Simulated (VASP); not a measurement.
# Ga (Cmce) in VASP: relaxation of cell and atoms with RPBE

Aim: the relaxation of cell and atoms of Ga with RPBE.

All numbers are computed with VASP 6.6.1; they aren't measurements. Logs are shortened: lines on timing, memory, paths and dates and some standing lists are left out, and cuts for length are marked.

### 1 The cell of the first run

The structure is orthorhombic, space group Cmce (No. 64). The conventional cell has a = 4.523 Å, b = 7.661 Å, c = 4.524 Å, α = 90.00°, β = 90.00°, γ = 90.00°. Within 3.3 Å of Ga (site symmetry m) lie 7 Ga at 2.48 to 2.79 Å.

### 2 Relaxation of cell and atoms, RPBE

File INCAR:

```
SYSTEM = Ga
PREC = Accurate ; ENCUT = 500
EDIFF = 1E-7 ; ISMEAR = -1
SIGMA = 0.1 ; LREAL = .FALSE.
LASPH = .TRUE. ; NELM = 120
ALGO = Normal ; ISIF = 3
LWAVE = .FALSE. ; LCHARG = .FALSE.
GGA = RP ; IBRION = 2
NSW = 80 ; EDIFFG = -0.01
GGA_COMPAT = .FALSE. ; NELMIN = 4
```

File KPOINTS:

```
Automatic mesh
0
G
  8 8 7
  0 0 0
```

File POSCAR:

```
Ga
1.0
    2.2615000000     -3.8305000000      0.0000000000
    2.2615000000      3.8305000000      0.0000000000
    0.0000000000      0.0000000000      4.5240000000
Ga
4
Direct
    0.8451000000      0.1549000000      0.0810000000
    0.6549000000      0.3451000000      0.5810000000
    0.1549000000      0.8451000000      0.9190000000
    0.3451000000      0.6549000000      0.4190000000
```

Potentials or basis: VASP PAW PBE potentials, release 64 (Ga_d).

Launch:

```sh
> cat potpaw_PBE.64/Ga_d/POTCAR > POTCAR
> mpirun -np 1 vasp_std > vasp.out
```

OUTCAR:

```text
SYSTEM = Ga
   PREC = Accurate
   ENCUT = 500
   EDIFF = 1E-7
   ISMEAR = -1
   LREAL = .FALSE.
   LASPH = .TRUE.
   NELM = 120
   ISIF = 3
   GGA = RP
   IBRION = 2
   NSW = 80
   EDIFFG = -0.01
   NELMIN = 4

 ion  position               nearest neighbor table
   1  0.845  0.155  0.081-   3 2.48   2 2.69   2 2.69   4 2.73   4 2.73   3 2.79   3 2.79
   2  0.655  0.345  0.581-   4 2.48   1 2.69   1 2.69   3 2.73   3 2.73   4 2.79   4 2.79
   3  0.155  0.845  0.919-   1 2.48   4 2.69   4 2.69   2 2.73   2 2.73   1 2.79   1 2.79
   4  0.345  0.655  0.419-   2 2.48   3 2.69   3 2.69   1 2.73   1 2.73   2 2.79   2 2.79

  LATTYP: Found a base centered orthorhombic cell.
 ALAT       =     4.5230000000
 B/A-ratio  =     1.6937873093
 C/A-ratio  =     1.0002210922

  Lattice vectors:

 A1 = (   2.2615000000,  -3.8305000000,   0.0000000000)
 A2 = (   2.2615000000,   3.8305000000,   0.0000000000)
 A3 = (   0.0000000000,   0.0000000000,   4.5240000000)

Analysis of symmetry for initial positions (statically):
=====================================================================
 Subroutine PRICEL returns:
 Original cell was already a primitive cell.

 Routine SETGRP: Setting up the symmetry group for a
 base centered orthorhombic supercell.

 Subroutine GETGRP returns: Found  8 space group operations
 (whereof  4 operations were pure point group operations)
 out of a pool of  8 trial point group operations.

The static configuration has the point symmetry C_2h.
 The point group associated with its full space group is D_2h.

Analysis of symmetry for dynamics (positions and initial velocities):
=====================================================================
 Subroutine PRICEL returns:
 Original cell was already a primitive cell.

 Routine SETGRP: Setting up the symmetry group for a
 base centered orthorhombic supercell.

 Subroutine GETGRP returns: Found  8 space group operations
 (whereof  4 operations were pure point group operations)
 out of a pool of  8 trial point group operations.

The dynamic configuration has the point symmetry C_2h.
 The point group associated with its full space group is D_2h.

 Subroutine INISYM returns: Found  8 space group operations
 (whereof  4 operations are pure point group operations),
 and found     1 'primitive' translations

----------------------------------------------------------------------------------------

[... 116 lines left out ...]
     AMIX_MAG =   1.60;   BMIX_MAG =  1.00
  volume/ion in A,a.u.               =      19.59       132.23
  Fermi-wavevector in a.u.,A,eV,Ry     =   1.427823  2.698194 27.737908  2.038679
  Thomas-Fermi vector in A             =   2.547951
   LORBIT       =      0    0 simple, 1 ext, 2 COOP (PROOUT), +10 PAW based schemes
   GGA     = RP    functional components
   LHFCALC =     F    Hartree Fock is set to
   AEXX    =    0.0000 exact exchange contribution
   IVDW    =     0    specifies the selected vdW correction
   LEPSILON=     F    determine dielectric tensor
   LRPA    =     F    only Hartree local field effects (RPA)
 conjugate gradient relaxation of ions
 non-spin polarized calculation
  energy-cutoff  :      500.00
  volume of cell :       78.38
 maximum number of plane-waves:      2010
   NGX = 17   NGY = 17   NGZ = 17

--------------------------------------- Ionic step        1  -------------------------------------------

 number of electron      52.0000000 magnetization

 Free energy of the ion-electron system (eV)
  ---------------------------------------------------
  ext. energy  EPLUGINS =         0.00000000
  ---------------------------------------------------
  free energy    TOTEN  =       -10.13596315 eV

  energy without entropy =      -10.10495901  energy(sigma->0) =      -10.12046108

------------------------ aborting loop because EDIFF is reached ----------------------------------------

  FORCE on cell =-STRESS in cart. coord.  units (eV):
  Direction    XX          YY          ZZ          XY          YZ          ZX
  --------------------------------------------------------------------------------------
  -------------------------------------------------------------------------------------
  Total        1.8808158      2.2438650      1.8356812      0.0000000     -0.0000000      0.0000000
  in kB       38.4460923     45.8672448     37.5234863      0.0000000     -0.0000000      0.0000000
  external PRESSURE =      40.6122745 kB  Pullay stress =       0.0000000 kB
[... 95 lines left out ...]
  FREE ENERGIE OF THE ION-ELECTRON SYSTEM (eV)
  ---------------------------------------------------
  free  energy   TOTEN  =       -10.2101879357 eV

  energy  without entropy=      -10.1761480665  energy(sigma->0) =      -10.19316800

[... ionic steps 4 to 12 ...]

--------------------------------------- Ionic step       13  -------------------------------------------

 number of electron      52.0000030 magnetization

------------------------ aborting loop because EDIFF is reached ----------------------------------------
[... 71 lines left out ...]
--------------------------------------- Ionic step       15  -------------------------------------------

 number of electron      52.0000032 magnetization

 Free energy of the ion-electron system (eV)
  ---------------------------------------------------
  ext. energy  EPLUGINS =         0.00000000
  ---------------------------------------------------
  free energy    TOTEN  =       -10.21199637 eV

  energy without entropy =      -10.17786404  energy(sigma->0) =      -10.19493020

 E-fermi :   4.5026     XC(G=0): -10.1249

 val. band max:        4.4731020845   @ k =  -0.3750   0.2500   0.1429
 cond. band min:       4.5585065115   @ k =  -0.2500   0.2500   0.2857
 fundamental gap:      0.0854044270
 Fermi energy:         4.5026376319

 k-point     1 :       0.0000    0.0000    0.0000
  band No.  band energies     occupation
      1     -10.5691      2.00000
      2     -10.5681      2.00000
      3     -10.5479      2.00000
      4     -10.5295      2.00000
      5     -10.5022      2.00000
      6     -10.4890      2.00000
[... 805 lines left out ...]
     30       8.2466      0.00000
     31       8.9004      0.00000

 [... further k-points ...]

------------------------ aborting loop because EDIFF is reached ----------------------------------------

  FORCE on cell =-STRESS in cart. coord.  units (eV):
  Direction    XX          YY          ZZ          XY          YZ          ZX
  --------------------------------------------------------------------------------------
  -------------------------------------------------------------------------------------
  Total        0.0035184      0.0204999      0.0112992      0.0000000      0.0000000      0.0000000
  in kB        0.0664858      0.3873826      0.2135197      0.0000000      0.0000000      0.0000000
  external PRESSURE =       0.2224627 kB  Pullay stress =       0.0000000 kB
[... 19 lines left out ...]
  FREE ENERGIE OF THE ION-ELECTRON SYSTEM (eV)
  ---------------------------------------------------
  free  energy   TOTEN  =       -10.2119963696 eV

  energy  without entropy=      -10.1778640382  energy(sigma->0) =      -10.19493020

 reached required accuracy - stopping structural energy minimisation
```

OSZICAR:

```text
N       E                     dE             d eps       ncg     rms          rms(c)
DAV:   1     0.348832358061E+03    0.34883E+03   -0.25765E+04  5284   0.310E+03
DAV:   2     0.295081460047E+02   -0.31932E+03   -0.31427E+03  5384   0.556E+02
[... 135 lines left out ...]
DAV:   1    -0.102135510498E+02   -0.16036E-02   -0.26045E-02  6188   0.194E+00    0.243E-01
DAV:   2    -0.102123501489E+02    0.12009E-02   -0.38016E-03  6286   0.838E-01    0.112E-01
DAV:   3    -0.102120261145E+02    0.32403E-03   -0.42595E-04  6384   0.252E-01    0.269E-02
DAV:   4    -0.102119957486E+02    0.30366E-04   -0.12055E-04  5479   0.111E-01    0.404E-03
DAV:   5    -0.102119966318E+02   -0.88317E-06   -0.15783E-05  6183   0.453E-02    0.198E-03
DAV:   6    -0.102119963814E+02    0.25037E-06   -0.28525E-06  6476   0.199E-02    0.481E-04
DAV:   7    -0.102119963696E+02    0.11823E-07   -0.21231E-07  3784   0.404E-03
  15 F= -.10211996E+02 E0= -.10194930E+02  d E =-.123340E-04
```

Wall time 18 min (1 thread of AMD EPYC 7R13 (Zen 3), shared host); peak memory 0.26 GiB.

What came out:

| Item | Value |
| --- | --- |
| Free energy | -10.2120 eV |
| Relaxed volume | 21.20 Å³/atom |
| Relaxed cell | a = 4.573 Å, b = 4.573 Å, c = 4.603 Å, α = 90.00°, β = 90.00°, γ = 118.27° |
| Space group after relaxing (to 0.1 Å) | Cmce (No. 64) |
| Energy gained by relaxing | 19.0 meV/atom |
| Ionic steps | 15 |
| Pressure after relaxing | 0.0 GPa |
| Largest force after relaxing | 0.004 eV/Å |
| Band gap on the k mesh | zero (bands 26 and 27 overlap by 0.91 eV) |

Forces on the atoms (eV/Å):
```
Ga   0.000  0.000  0.004
Ga   0.000  0.000  0.004
Ga   0.000  0.000 -0.004
Ga   0.000  0.000 -0.004
```

The path:
```tsv
step	energy change (eV)	largest force (eV/Å)	pressure (GPa)	volume (Å³)
1	0.0000	0.0877	4.06	78.38
2	-0.0739	0.0299	0.25	84.15
3	-0.0742	0.0271	0.02	84.64
4	-0.0742	0.0264	-0.07	84.77
5	-0.0749	0.0246	-0.07	84.82
6	-0.0755	0.0216	-0.08	84.91
7	-0.0758	0.0079	0.03	84.72
8	-0.0758	0.0112	0.00	84.70
9	-0.0758	0.0181	0.06	84.65
10	-0.0758	0.0137	0.02	84.68
11	-0.0759	0.0094	0.03	84.68
12	-0.0760	0.0048	0.06	84.67
13	-0.0760	0.0044	0.07	84.68
14	-0.0760	0.0035	-0.16	84.92
15	-0.0760	0.0038	0.02	84.79
```

Final structure:
```xyz
4
Lattice="2.3462 -3.9257 0.0000 2.3462 3.9257 0.0000 0.0000 0.0000 4.6026" Properties=species:S:1:pos:R:3 pbc="T T T"
Ga    2.3462   -2.6996    0.3767
Ga    2.3462   -1.2261    2.6780
Ga    2.3462    2.6996    4.2259
Ga    2.3462    1.2261    1.9246
```

Levels at points of the mesh, in eV from the Fermi level:
| k point | band 24 | band 25 | band 26 | band 27 | band 28 | band 29 |
| --- | --- | --- | --- | --- | --- | --- |
| (0.00, 0.00, 0.00) | -2.14 | -1.64 | -0.62 | 0.81 | 0.86 | 1.05 |
| (0.50, 0.00, 0.00) | -3.38 | -1.14 | -1.14 | 0.79 | 0.79 | 3.84 |
| (0.50, 0.50, 0.00) | -3.07 | -1.65 | -1.31 | 1.12 | 1.40 | 2.92 |

Caveat: the PAW data sets were made with another functional, which shifts forces and pressure a little.

The gap in the log of VASP goes by the Fermi energy; the results here count the filled bands.